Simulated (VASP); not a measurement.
# NiSb (P6_3/mmc) in VASP: further runs, part 2 of 2

VASP 6.6.1.

## Step 3: Single point, PBE

This run uses another cell than the first one, of 16.39 Å³/atom.

INCAR reads:

```
ALGO     = Normal         # electronic algorithm
EDIFF    = 1E-6           # SCF threshold, eV
ENCUT    = 520            # plane-wave cutoff, eV
GGA      = PE             # functional
ISIF     = 2              # what is computed and relaxed
ISMEAR   = 0              # smearing method
LASPH    = T              # aspherical terms in the spheres
LCHARG   = T              # write CHGCAR
LELF     = T              # ELF
LREAL    = F              # projectors in reciprocal space
LVHAR    = T            
LWAVE    = F              # write WAVECAR
NBANDS   = 23             # bands
NELM     = 80             # most SCF steps
PREC     = Accurate       # precision mode
SIGMA    = 0.1            # smearing width, eV
```

KPOINTS reads:

```
k-points
0
Gamma
  12 12 8
```

POSCAR reads:

```
NiSb
1.0
    3.8793111711      0.0000000000      0.0000000000
   -1.9396555855      3.3595820234      0.0000000000
    0.0000000000      0.0000000000      5.0299144785
Ni Sb
2 2
Direct
    0.0000000000      0.0000000000      0.0000000000
    0.0000000000      0.0000000000      0.5000000000
    0.3333333333      0.6666666667      0.2500000000
    0.6666666667      0.3333333333      0.7500000000
```

Potentials or basis: VASP PAW PBE potentials, release 64 (Ni, Sb).

Launch:

```bash
cat potpaw_PBE.64/Ni/POTCAR potpaw_PBE.64/Sb/POTCAR > POTCAR
mpirun -np 1 vasp_std > vasp.out
```

OUTCAR:

```text
EDIFF = 1E-6
   ENCUT = 520
   GGA = PE
   ISIF = 2
   ISMEAR = 0
   LASPH = T
   LREAL = F
   NELM = 80
   PREC = Accurate

 ion  position               nearest neighbor table
   1  0.000  0.000  0.000-   2 2.51   2 2.51   4 2.57   3 2.57   4 2.57   3 2.57   4 2.57   3 2.57

   2  0.000  0.000  0.500-   1 2.51   1 2.51   4 2.57   3 2.57   4 2.57   3 2.57   4 2.57   3 2.57

   3  0.333  0.667  0.250-   1 2.57   2 2.57   1 2.57   2 2.57   1 2.57   2 2.57   4 3.37   4 3.37
                             4 3.37   4 3.37   4 3.37   4 3.37
   4  0.667  0.333  0.750-   1 2.57   2 2.57   1 2.57   2 2.57   1 2.57   2 2.57   3 3.37   3 3.37
                             3 3.37   3 3.37   3 3.37   3 3.37

  LATTYP: Found a hexagonal cell.
 ALAT       =     3.8793111711
 C/A-ratio  =     1.2965999005

  Lattice vectors:

 A1 = (   3.8793111711,   0.0000000000,   0.0000000000)
 A2 = (  -1.9396555855,   3.3595820234,   0.0000000000)
 A3 = (   0.0000000000,   0.0000000000,   5.0299144785)

Analysis of symmetry for initial positions (statically):
=====================================================================
 Subroutine PRICEL returns:
 Original cell was already a primitive cell.

 Routine SETGRP: Setting up the symmetry group for a
 hexagonal supercell.

 Subroutine GETGRP returns: Found 24 space group operations
 (whereof 12 operations were pure point group operations)
 out of a pool of 24 trial point group operations.

The static configuration has the point symmetry D_3d.
 The point group associated with its full space group is D_6h.

Analysis of symmetry for dynamics (positions and initial velocities):
=====================================================================
 Subroutine PRICEL returns:
 Original cell was already a primitive cell.

 Routine SETGRP: Setting up the symmetry group for a
 hexagonal supercell.
[... 126 lines left out ...]
   EFERMI_NEDOS =   21; number of points for ismear=-14 and -15
   IALGO  =     38    algorithm
   IMIX   =      4    mixing-type and parameters
     AMIX     =   0.40;   BMIX     =  1.00
     AMIX_MAG =   1.60;   BMIX_MAG =  1.00
  volume/ion in A,a.u.               =      16.39       110.60
  Fermi-wavevector in a.u.,A,eV,Ry     =   1.261581  2.384042 21.654846  1.591586
  Thomas-Fermi vector in A             =   2.395033
   LORBIT       =      0    0 simple, 1 ext, 2 COOP (PROOUT), +10 PAW based schemes
   GGA     = PE    functional components
   LHFCALC =     F    Hartree Fock is set to
   AEXX    =    0.0000 exact exchange contribution
   IVDW    =     0    specifies the selected vdW correction
   LEPSILON=     F    determine dielectric tensor
   LRPA    =     F    only Hartree local field effects (RPA)
 non-spin polarized calculation
 Gauss-broadening in eV      SIGMA  =   0.10
  energy-cutoff  :      520.00
  volume of cell :       65.55
 maximum number of plane-waves:      1787
 NGX is ok and might be reduce to    30
   NGX = 15   NGY = 15   NGZ = 19

 number of electron      30.0000003 magnetization

 Free energy of the ion-electron system (eV)
  ---------------------------------------------------
  ext. energy  EPLUGINS =         0.00000000
  ---------------------------------------------------
  free energy    TOTEN  =       -20.17485915 eV

  energy without entropy =      -20.16687882  energy(sigma->0) =      -20.17086898

 E-fermi :  10.7489     XC(G=0): -11.7459

 val. band max:       10.7451442680   @ k =   0.1667   0.0000   0.5000
 cond. band min:      10.8012131092   @ k =   0.2500   0.0833   0.5000
 fundamental gap:      0.0560688412
 Fermi energy:        10.7488740205

 k-point     1 :       0.0000    0.0000    0.0000
  band No.  band energies     occupation
      1      -2.6501      2.00000
      2       2.2478      2.00000
      3       4.1866      2.00000
      4       6.5428      2.00000
      5       6.5428      2.00000
      6       7.3280      2.00000
[... 613 lines left out ...]
     22      18.0651      0.00000
     23      19.7355      0.00000

 [... further k-points ...]

------------------------ aborting loop because EDIFF is reached ----------------------------------------

  FORCE on cell =-STRESS in cart. coord.  units (eV):
  Direction    XX          YY          ZZ          XY          YZ          ZX
  --------------------------------------------------------------------------------------
  -------------------------------------------------------------------------------------
  Total        3.9811384      3.9811384      4.0480729      0.0000000     -0.0000000      0.0000000
  in kB       97.3010205     97.3010205     98.9369329      0.0000000     -0.0000000      0.0000000
  external PRESSURE =      97.8463247 kB  Pullay stress =       0.0000000 kB

 VOLUME and BASIS-vectors are now :
 -----------------------------------------------------------------------------
  energy-cutoff  :      520.00
  volume of cell :       65.55
      direct lattice vectors                 reciprocal lattice vectors
     3.879311171  0.000000000  0.000000000     0.257777723  0.148828038  0.000000000
    -1.939655585  3.359582023  0.000000000     0.000000000  0.297656075  0.000000000
     0.000000000  0.000000000  5.029914479     0.000000000  0.000000000  0.198810537

 POSITION                                       TOTAL-FORCE (eV/Angst)
 -----------------------------------------------------------------------------------
      0.00000      0.00000      0.00000        -0.000000      0.000000      0.000000
      0.00000      0.00000      2.51496        -0.000000      0.000000      0.000000
     -0.00000      2.23972      1.25748         0.000000      0.000000     -0.000000
      1.93966      1.11986      3.77244        -0.000000      0.000000     -0.000000
 -----------------------------------------------------------------------------------
    total drift:                                0.000000     -0.000000     -0.000000

  FREE ENERGIE OF THE ION-ELECTRON SYSTEM (eV)
  ---------------------------------------------------
  free  energy   TOTEN  =       -20.1748591457 eV

  energy  without entropy=      -20.1668788164  energy(sigma->0) =      -20.17086898
```

It took 2.5 min on 1 thread of Intel Xeon Platinum 8259CL at 2.50GHz (Skylake/Cascade Lake), shared host; peak memory 0.27 GiB.

Results:

* Free energy: -20.1749 eV
* Pressure: 9.8 GPa
* Band gap on the k mesh: zero (bands 15 and 16 overlap by 3.56 eV)

Stress tensor (GPa, compression positive):
```
9.73 0.00 0.00
0.00 9.73 0.00
0.00 0.00 9.89
```

Caveat: the cell stands under pressure; spin-orbit coupling is left out, which moves the levels of the heavy elements. Spin polarisation is off, so any magnetic state and its effect on volume and gap are missing.

## Step 4: Single point, PBE

This run uses another cell than the first one, of 16.96 Å³/atom.

INCAR reads:

```
PREC     = Accurate       # precision mode
ENCUT    = 520            # plane-wave cutoff, eV
EDIFF    = 1E-6           # SCF threshold, eV
ISMEAR   = 0              # smearing method
SIGMA    = 0.1            # smearing width, eV
LREAL    = False          # projectors in reciprocal space
LASPH    = True           # aspherical terms in the spheres
NELM     = 100            # most SCF steps
ALGO     = Normal         # electronic algorithm
ISIF     = 2              # what is computed and relaxed
LWAVE    = False          # write WAVECAR
LCHARG   = True           # write CHGCAR
GGA      = PE             # functional
LELF     = True           # ELF
LVHAR    = True         
NBANDS   = 23             # bands
```

KPOINTS reads:

```
Automatic mesh
0
Gamma
  12 12 8
```

POSCAR reads:

```
NiSb
1.0
    3.9235820949      0.0000000000      0.0000000000
   -1.9617910474      3.3979217681      0.0000000000
    0.0000000000      0.0000000000      5.0871272758
Ni Sb
2 2
Direct
    0.0000000000      0.0000000000      0.0000000000
    0.0000000000      0.0000000000      0.5000000000
    0.3333333333      0.6666666667      0.2500000000
    0.6666666667      0.3333333333      0.7500000000
```

Launch:

```bash
cat potpaw_PBE.64/Ni/POTCAR potpaw_PBE.64/Sb/POTCAR > POTCAR
mpirun -np 1 vasp_std > vasp.out
```

It took 2.3 min on 1 thread of Intel Xeon Platinum 8259CL at 2.50GHz (Skylake/Cascade Lake), shared host; peak memory 0.27 GiB.

It converged, with:

```
Free energy            : -20.2769 eV
Pressure               : 4.8 GPa
Band gap on the k mesh : zero (bands 15 and 16 overlap by 3.40 eV)
```

Stress tensor (GPa, compression positive):
```
4.71 0.00 0.00
0.00 4.71 0.00
0.00 0.00 4.88
```

Levels at points of the mesh, in eV from the Fermi level:
```
           k point  band 13  band 14  band 15  band 16  band 17  band 18
(0.00, 0.00, 0.00)    -0.03     0.55     0.55     2.46     2.46     3.09
(0.50, 0.00, 0.00)    -1.64    -1.43    -1.35    -0.36     1.15     3.41
(0.00, 0.00, 0.50)     0.29     0.29     2.07     2.07     2.07     2.07
(0.50, 0.00, 0.50)    -1.86    -1.86     0.17     0.17     1.70     1.70
```

Caveat: the cell stands under pressure; spin-orbit coupling is left out, which moves the levels of the heavy elements. Spin polarisation is off, so any magnetic state and its effect on volume and gap are missing.

## Step 5: The runs side by side

```csv
cell,gap on the mesh (eV),pressure (GPa)
"a = 3.809, b = 3.809, c = 4.938 Å, angles 90.0, 90.0, 120.0°, 4 atoms",none,19.7
"a = 3.879, b = 3.879, c = 5.030 Å, angles 90.0, 90.0, 120.0°, 4 atoms",none,9.8
"a = 3.924, b = 3.924, c = 5.087 Å, angles 90.0, 90.0, 120.0°, 4 atoms",none,4.8
```

Alike in all rows: task single point; level PBE; potentials or basis VASP PAW PBE potentials, release 64 (Ni, Sb); no spin polarisation; k mesh 12 × 12 × 8; cutoff (eV) 520; smearing gaussian 0.1 eV.

Caveats: the cell stands under pressure; spin-orbit coupling is left out, which moves the levels of the heavy elements.

Total energies depend on the potentials used, so only differences within one code and one set of settings carry meaning.

The gap in the log of VASP goes by the Fermi energy; the results here count the filled bands.